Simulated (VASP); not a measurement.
A run of VASP 6.6.1 is set up as follows.

File INCAR:

```
PREC     = Accurate       # precision mode
ENCUT    = 600            # plane-wave cutoff, eV
EDIFF    = 1E-7           # SCF threshold, eV
ISMEAR   = 0              # smearing method
SIGMA    = 0.03           # smearing width, eV
LREAL    = False          # projectors in reciprocal space
LASPH    = True           # aspherical terms in the spheres
NELM     = 60             # most SCF steps
ALGO     = Normal         # electronic algorithm
ISIF     = 3              # what is computed and relaxed
LWAVE    = False          # write WAVECAR
LCHARG   = False          # write CHGCAR
GGA      = CA             # functional
IBRION   = 2              # ionic algorithm
NSW      = 80             # ionic steps
EDIFFG   = -0.005         # ionic threshold
```

KPOINTS

```
Automatic mesh
0
Gamma
  9 9 4
```

Contents of POSCAR:

```
Hg3Se2S
1.0
    4.2638538906      0.0000000000      0.0000000000
   -2.1319269453      3.6926057872      0.0000000000
    0.0000000000      0.0000000000     10.4442663696
Hg S Se
3 1 2
Direct
    0.0000000000      0.0000000000      0.0000000000
    0.3333333333      0.6666666667      0.3333333333
    0.6666666667      0.3333333333      0.6666666667
    0.0000000000      0.0000000000      0.2500000000
    0.3333333333      0.6666666667      0.5833333333
    0.6666666667      0.3333333333      0.9166666667
```

Potentials or basis: VASP PAW LDA potentials, release 64 (Hg, S, Se).

Run with:

```bash
$ cat potpaw_LDA.64/Hg/POTCAR potpaw_LDA.64/S/POTCAR potpaw_LDA.64/Se/POTCAR > POTCAR
$ mpirun -np 1 vasp_std > vasp.out
```

**Question.** What does it give for the space group after relaxing (to 0.1 Å)?

**Answer.** P3m1 (No. 156).

**Question.** Predict the relaxed volume.

**Answer.** 26.97 Å³/atom.

**Question.** Estimate the band gap on the k mesh.

**Answer.** Zero (filled and empty bands touch).

Step by step:
| step | energy change (eV) | largest force (eV/Å) | pressure (GPa) | volume (Å³) |
| --- | --- | --- | --- | --- |
| 1 | 0.0000 | 0.4653 | -0.73 | 164.44 |
| 2 | -0.0231 | 0.3628 | 0.29 | 161.47 |
| 3 | -0.0257 | 0.3056 | 0.81 | 160.10 |
| 4 | -0.0425 | 0.1953 | 0.48 | 160.81 |
| 5 | -0.0508 | 0.2095 | 0.07 | 161.77 |
| 6 | -0.0545 | 0.1239 | -0.10 | 162.17 |
| 7 | -0.0553 | 0.0649 | -0.21 | 162.44 |
| 8 | -0.0559 | 0.0400 | 0.10 | 161.57 |
| 9 | -0.0560 | 0.0374 | 0.03 | 161.77 |
| 10 | -0.0561 | 0.0205 | 0.00 | 161.82 |
| 11 | -0.0561 | 0.0140 | 0.00 | 161.84 |
| 12 | -0.0561 | 0.0067 | -0.01 | 161.85 |
| 13 | -0.0562 | 0.0076 | -0.01 | 161.85 |
| 14 | -0.0562 | 0.0033 | 0.01 | 161.80 |

Caveat: semilocal functionals underestimate gaps, so a narrow gap can read as zero; spin-orbit coupling is left out, which moves the levels of the heavy elements.
